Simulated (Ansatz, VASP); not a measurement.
## WC in VASP and in Ansatz

The input INCAR:

```
PREC = Accurate
ENCUT = 1300
EDIFF = 1E-6
ISMEAR = 0
SIGMA = 0.05
LREAL = F
LASPH = T
NELM = 120
ALGO = Normal
ISIF = 2
LWAVE = F
LCHARG = F
GGA = CA
NBANDS = 16
GGA_COMPAT = F
```

Contents of KPOINTS:

```
regular mesh
0
Gamma
  15 15 12
```

POSCAR

```
WC
1.0
    2.9065000000      0.0000000000      0.0000000000
   -1.4532500000      2.5171028361      0.0000000000
    0.0000000000      0.0000000000      2.8366000000
W C
1 1
Direct
    0.0000000000      0.0000000000      0.0000000000
    0.6666666667      0.3333333333      0.5000000000
```

Input for Ansatz:

```yaml
crystal:
  lattice:
    - [2.9065, 0.0, 0.0]
    - [-1.45325, 2.5171028361, 0.0]
    - [0.0, 0.0, 2.8366]
  atoms:
    - { symbol: W, position: [0.0, 0.0, 0.0] }
    - { symbol: C, position: [0.6666666667, 0.3333333333, 0.5] }
basis:
  ecutwfc: 420
  fft_grid_basis: typed
kpoints:
  mp_grid: { grid: [15, 15, 12] }
hamiltonian:
  xc: lda
  pseudopotentials: { kind: paw }
scf:
  occupations: { method: gaussian, width: 0.05 }
output:
  forces: true
  stress: true
  eigenvalues: true
  bader: true
  write_density: true
  volumetric_format: npy
```

Alike in both runs: task single point; functional LDA; k mesh 15 × 15 × 12; occupations gaussian, width 0.05 eV; no spin polarisation.

```csv
,VASP,Ansatz
version,VASP 6.6.1,Ansatz 0.2.0
potentials or method,"VASP PAW LDA potentials, release 64 (W_sv, C_h), cutoff 1300 eV","scalar-relativistic, plane waves, PAW"
valence electrons in the cell,18,18
```

|  | VASP | Ansatz | Ansatz less VASP |
| --- | --- | --- | --- |
| gap on the k mesh at the Fermi level (eV) | none | none | - |
| pressure (GPa) | -7.5 | -9.9 | -2.45 |
| traceless stress, the component that is largest in VASP (GPa) | -1.32 | -1.65 | -0.330 |

LDA's correlation is that of Perdew and Zunger in VASP and of Perdew and Wang (1992) in Ansatz. A gap of «none» marks a metal or a gap that the smearing closes.

Neither program's run includes spin-orbit coupling.
